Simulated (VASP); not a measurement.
Runs of VASP 6.6.1 on V. The structure is that of space group Fd-3m (No. 227), or close to it. The cells are those of the table. This isn't the form of V at room conditions, which is bcc.

| cell | gap on the mesh (eV) | pressure (GPa) |
| --- | --- | --- |
| a = 2.761 Å, angles 60.0°, 2 atoms | none | 467.1 |
| a = 3.399 Å, angles 60.0°, 2 atoms | none | (b) |
| a = 3.038 Å, angles 60.0°, 2 atoms | none | 146.5 |
| a = 3.504 Å, angles 60.0°, 2 atoms | none | (a) |
| a = 3.168 Å, angles 60.0°, 2 atoms | none | 79.6 |
| a = 3.287 Å, angles 60.0°, 2 atoms | none | 43.3 |

Alike in all rows: task single point; level LDA; potentials or basis VASP PAW LDA potentials, release 64 (V_sv); no spin polarisation; k mesh 13 × 13 × 13; cutoff (eV) 520; smearing fermi-dirac 0.05 eV.

Problem. Fill in the values left out.

Solution. (a) 9.6; (b) 22.7.

Caveats: the cell stands under pressure; atoms lie so close that the PAW spheres overlap strongly, which falsifies energies and pressures (at least some runs).

A gap of «none» marks levels without a gap at the run's occupations.
